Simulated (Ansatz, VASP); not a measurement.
Two plane-wave programs on FeO

Contents of INCAR:

```
ALGO = Normal
EDIFF = 1E-6
ENCUT = 520
GGA = PE
ISIF = 2
ISMEAR = 0
ISPIN = 2
LASPH = T
LCHARG = F
LMAXMIX = 4
LORBIT = 11
LREAL = F
LWAVE = F
MAGMOM = 3.79 0
NBANDS = 18
NELM = 150
PREC = Accurate
SIGMA = 0.05
```

KPOINTS

```
k-points
0
Gamma
  14 14 14
```

File POSCAR:

```
FeO
1.0
    0.0000000000      2.1685281622      2.1685281622
    2.1685281622      0.0000000000      2.1685281622
    2.1685281622      2.1685281622      0.0000000000
Fe O
1 1
Direct
    0.0000000000      0.0000000000      0.0000000000
    0.5000000000      0.5000000000      0.5000000000
```

Input for Ansatz:

```yaml
crystal:
  lattice:
    - [0.0, 2.1685281622, 2.1685281622]
    - [2.1685281622, 0.0, 2.1685281622]
    - [2.1685281622, 2.1685281622, 0.0]
  atoms:
    - { symbol: Fe, position: [0.0, 0.0, 0.0], spin: 3.79 }
    - { symbol: O, position: [0.5, 0.5, 0.5] }
basis:
  ecutwfc: 420
  ecutrho_ratio: 4
kpoints:
  mp_grid: { grid: [14, 14, 14] }
hamiltonian:
  xc: pbe
scf:
  occupations: { method: gaussian, width: 0.05 }
output:
  forces: true
  stress: true
  eigenvalues: true
  populations: true
magnetization:
  spin_polarized: true
```

Alike in both runs: task single point; functional PBE; k mesh 14 × 14 × 14; occupations gaussian, width 0.05 eV; collinear spin.

|  | VASP | Ansatz |
| --- | --- | --- |
| version | VASP 6.6.1 | Ansatz 0.2.0 |
| potentials or method | VASP PAW PBE potentials, release 64 (Fe, O), cutoff 520 eV | scalar-relativistic, plane waves, PAW |
| valence electrons in the cell | 14 | 22 |

```csv
,VASP,Ansatz,Ansatz less VASP
gap on the k mesh at the Fermi level (eV),none,none,-
pressure (GPa),-3.5,-3.5,0.00
net moment per atom (μB),2.00,2.00,+0.001
size of the moment on the site where the two differ most (μB),3.62,3.46,-0.164
```

Site moments also hang on the region over which each program counts them. A gap of «none» marks a metal or a gap that the smearing closes. The functional is the same, so the differences come from potentials, cutoffs and numerics. VASP's potentials hold 14 valence electrons a cell and Ansatz's 22, so a difference there can come from the potentials and not from the codes.
